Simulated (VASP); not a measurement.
A run of VASP 6.6.1 is set up as follows.

INCAR

```
SYSTEM = DyBe
ALGO = Normal
EDIFF = 1E-7
EDIFFG = -0.01
ENCUT = 600
GGA = PE
GGA_COMPAT = .FALSE.
IBRION = 2
ISIF = 3
ISMEAR = 0
LASPH = .TRUE.
LCHARG = .FALSE.
LMAXMIX = 6
LREAL = .FALSE.
LWAVE = .FALSE.
NELM = 200
NELMIN = 4
NSW = 100
PREC = Accurate
SIGMA = 0.1
```

File KPOINTS:

```
k-points
0
G
  14 14 14
  0 0 0
```

POSCAR

```
DyBe
1.0
    3.3924925097      0.0000000000      0.0000000000
    0.0000000000      3.3924925097      0.0000000000
    0.0000000000      0.0000000000      3.3924925097
Dy Be
1 1
Direct
    0.0000000000      0.0000000000      0.0000000000
    0.5000000000      0.5000000000      0.5000000000
```

Potentials or basis: VASP PAW PBE potentials, release 64 (Dy_3, Be), 4f in core.

The run is started by

```bash
$ cat potpaw_PBE.64/Dy_3/POTCAR potpaw_PBE.64/Be/POTCAR > POTCAR
$ mpirun -np 1 vasp_std > vasp.out
```

Problem. What does it give for the relaxed volume?

Solution. 19.69 Å³/atom.

Problem. What does it give for the space group after relaxing (to 0.1 Å)?

Solution. Pm-3m (No. 221).

Problem. What does it give for the relaxed cell?

Solution. a = 3.402 Å, b = 3.402 Å, c = 3.402 Å, α = 90.00°, β = 90.00°, γ = 90.00°.

Final structure:
```xyz
2
Lattice="3.4024 0.0000 0.0000 0.0000 3.4024 0.0000 0.0000 0.0000 3.4024" Properties=species:S:1:pos:R:3 pbc="T T T"
Dy    0.0000    0.0000    0.0000
Be    1.7012    1.7012    1.7012
```

Caveat: spin-orbit coupling is left out, which moves the levels of the heavy elements; the 4f electrons are frozen in the core, so they carry no moment and show no levels. Spin polarisation is off, so any magnetic state and its effect on volume and gap are missing.
